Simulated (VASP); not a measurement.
Write the native input for VASP 6.6.1 that does the following.

- Task: single point
- Functional: PBE
- Potentials or basis: VASP PAW PBE potentials, release 64 (Yb)
- Cutoff: 520 eV
- k mesh: 16 × 16 × 16
- Occupations: gaussian, width 0.15 eV
- Spin: no spin polarisation
- Dipole correction: no
- Further INCAR settings: ALGO = Fast; EDIFF = 1e-06; NBANDS = 18

The structure of Yb lies in POSCAR:

```
Yb
1.0
    0.0000000000      2.8214818486      2.2379994023
    2.8214818486      0.0000000000      2.2379994023
    2.8214818486      2.8214818486      0.0000000000
Yb
1
Direct
    0.0000000000      0.0000000000      0.0000000000
```

This cell differs from its parent crystal: volume 35.632 Å^3 an atom, c/a of the conventional cell 0.7932.

One way to write it, as run:

INCAR

```
  PREC = Accurate
  ENCUT = 520
  EDIFF = 1E-6
  ISMEAR = 0
  SIGMA = 0.15
  LREAL = F
  LASPH = T
  NELM = 100
  ALGO = Fast
  ISIF = 2
  LWAVE = F
  LCHARG = F
  GGA = PE
  NBANDS = 18
```

KPOINTS

```
regular mesh
0
Gamma
  16 16 16
```

Potentials or basis: VASP PAW PBE potentials, release 64 (Yb).

Command:

```console
$ cat potpaw_PBE.64/Yb/POTCAR > POTCAR
$ mpirun -np 1 vasp_std > vasp.out
```

Results of the run:

```
Pressure               : -0.3 GPa
Band gap on the k mesh : zero (band 12 reaches 1.83 eV, above the bottom of band 13 at 1.30 eV)
```

Caveat: spin-orbit coupling is left out, which moves the levels of the heavy elements.

Run time: 23 min on 1 thread of Intel(R) Xeon(R) Platinum 8259CL CPU @ 2.50GHz (Skylake/Cascade Lake), on a shared host, peak memory 0.38 GiB.
